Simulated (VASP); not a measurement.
A run of VASP 6.6.1 is set up as follows.

The input INCAR:

```
SYSTEM = Rh
ALGO = Normal ; EDIFF = 1E-6
ENCUT = 500 ; GGA = CA
GGA_COMPAT = .False. ; ISIF = 2
ISMEAR = 0 ; LASPH = .True.
LCHARG = .True. ; LELF = .True.
LREAL = .False. ; LVHAR = .True.
LWAVE = .False. ; NBANDS = 22
NELM = 120 ; PREC = Accurate
SIGMA = 0.05
```

File KPOINTS:

```
k-points
0
Gamma
  6 6 6
  0 0 0
```

File POSCAR:

```
Rh
1.0
    0.0000000000      2.6908546411      2.6908546411
    2.6908546411      0.0000000000      2.6908546411
    2.6908546411      2.6908546411      0.0000000000
Rh
2
Direct
    1.0000000000      1.0000000000      1.0000000000
    0.2500000000      0.2500000000      0.2500000000
```

Potentials or basis: VASP PAW LDA potentials, release 64 (Rh_pv).

Run with:

```bash
$ cat potpaw_LDA.64/Rh_pv/POTCAR > POTCAR
$ mpirun -np 1 vasp_std > vasp.out
```

(1) What does it give for the pressure?

(2) Predict the band gap on the k mesh.

Results:

(1) 0.8 GPa.

(2) zero (bands 15 and 16 overlap by 1.06 eV).
